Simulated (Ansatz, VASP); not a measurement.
## Pt in VASP and in Ansatz

```
Pt
1.0
     2.76067    0.00000    0.00000
    -1.38033    2.39081    0.00000
     0.00000    0.00000    4.79213
Pt
2
Direct
  0.66667 0.33333 0.75000
  0.33333 0.66667 0.25000
```

Alike in both runs: task single point; functional r2SCAN; k mesh 11 × 11 × 6; occupations methfessel-paxton of order 1, width 0.1 eV; no spin polarisation.

```csv
,VASP,Ansatz
version,VASP 6.6.1,Ansatz 0.2.0
potentials or method,"VASP PAW PBE potentials, release 64 (Pt_sv_GW), cutoff 550 eV","plane waves, PAW"
valence electrons in the cell,36,36
```

|  | VASP | Ansatz | Ansatz less VASP |
| --- | --- | --- | --- |
| pressure (GPa) | -8.3 | -6.4 | +1.97 |
| traceless stress, the component that is largest in VASP (GPa) | 0.90 | 0.85 | -0.051 |

VASP's potentials were made for PBE, not for r2SCAN. The functional is the same, so the differences come from potentials, cutoffs and numerics.

Neither program's run includes spin-orbit coupling.
